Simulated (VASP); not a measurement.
# AgBr: single point with LDA

The system is AgBr.

```
Ag Br
1.0
     0.00000    2.79207    2.79207
     2.79207    0.00000    2.79207
     2.79207    2.79207    0.00000
Ag Br
1 1
Direct
  0.00000 0.00000 0.00000
  0.50000 0.50000 0.50000
```

```
Program                : VASP 6.6.1
Task                   : single point
Functional             : LDA
Potentials or basis    : VASP PAW LDA potentials, release 64 (Ag, Br)
Cutoff                 : 500 eV
k mesh                 : 8 × 8 × 8
Occupations            : gaussian, width 0.02 eV
Spin                   : no spin polarisation
Dipole correction      : no
Further INCAR settings : ALGO = Normal; EDIFF = 1e-06; NBANDS = 16
```

```yaml
Pressure: 0.1 GPa
Band_gap_on_the_k_mesh: 0.42 eV (least direct gap 2.66 eV)
```

Levels at points of the mesh, in eV from the valence-band top:
| k point | band 7 | band 8 | band 9 | band 10 | band 11 | band 12 |
| --- | --- | --- | --- | --- | --- | --- |
| (0.00, 0.00, 0.00) | -2.24 | -2.24 | -2.24 | 0.42 | 9.82 | 9.82 |
| (0.50, 0.00, 0.00) | -2.48 | 0.00 | 0.00 | 3.26 | 6.41 | 6.41 |
| (0.50, 0.50, 0.00) | -2.74 | -2.74 | -2.58 | 1.18 | 6.78 | 9.20 |

Run time: 26 s on 1 thread of Intel Xeon 8259CL, with other jobs on the host, peak memory 0.16 GiB.

A k mesh can miss the band edges.
